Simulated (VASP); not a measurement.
Here is a VASP 6.6.1 calculation.

File INCAR:

```
ALGO = Normal
EDIFF = 1E-7
ENCUT = 520
GGA = PE
ISIF = 2
ISMEAR = -1
LASPH = T
LCHARG = F
LREAL = F
LWAVE = F
NBANDS = 15
NELM = 100
PREC = Accurate
SIGMA = 0.05
```

Contents of KPOINTS:

```
k-points
0
Gamma
  15 15 15
```

The input POSCAR:

```
ZrC
1.0
    0.0000000000      2.3423497072      2.3423497072
    2.3423497072      0.0000000000      2.3423497072
    2.3423497072      2.3423497072      0.0000000000
Zr C
1 1
Direct
    0.5000000000      0.5000000000      0.5000000000
    0.0000000000      0.0000000000      0.0000000000
```

Potentials or basis: VASP PAW PBE potentials, release 64 (Zr_sv, C).

The run is started by

```sh
$ cat potpaw_PBE.64/Zr_sv/POTCAR potpaw_PBE.64/C/POTCAR > POTCAR
$ mpirun -np 1 vasp_std > vasp.out
```

(1) Estimate the pressure.

(2) Predict the band gap on the k mesh.

Results:

(1) 3.8 GPa.

(2) zero (band 8 reaches 10.67 eV, above the bottom of band 9 at 9.36 eV).
